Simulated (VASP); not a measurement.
Here is a VASP 6.6.1 calculation.

The input INCAR:

```
SYSTEM = AlAs
PREC     = Accurate       ! precision mode
ENCUT    = 500            ! plane-wave cutoff, eV
EDIFF    = 1E-6           ! SCF threshold, eV
ISMEAR   = -1             ! smearing method
SIGMA    = 0.05           ! smearing width, eV
LREAL    = .False.        ! projectors in reciprocal space
LASPH    = .True.         ! aspherical terms in the spheres
NELM     = 120            ! most SCF steps
ALGO     = Normal         ! electronic algorithm
ISIF     = 2              ! what is computed and relaxed
LWAVE    = .False.        ! write WAVECAR
LCHARG   = .True.         ! write CHGCAR
GGA      = PS             ! functional
LELF     = .True.         ! ELF
LVHAR    = .True.       
NBANDS   = 11             ! bands
GGA_COMPAT= .False.
```

KPOINTS

```
Automatic mesh
0
Gamma
  10 10 10
  0 0 0
```

Contents of POSCAR:

```
AlAs
1.0
    0.0000000000      2.8859121326      2.8859121326
    2.8859121326      0.0000000000      2.8859121326
    2.8859121326      2.8859121326      0.0000000000
Al As
1 1
Direct
    0.0000000000      0.0000000000      0.0000000000
    0.7500000000      0.7500000000      0.7500000000
```

Potentials or basis: VASP PAW PBE potentials, release 64 (Al, As).

Launch:

```sh
$ cat potpaw_PBE.64/Al/POTCAR potpaw_PBE.64/As/POTCAR > POTCAR
$ mpirun -np 1 vasp_std > vasp.out
```

Q: What does it give for the pressure?

A: -3.1 GPa.

Q: Predict the band gap on the k mesh.

A: 1.42 eV (least direct gap 1.53 eV).

Caveat: the cell stands under tension; the PAW data sets were made with another functional, which shifts forces and pressure a little. A k mesh can miss the band edges.
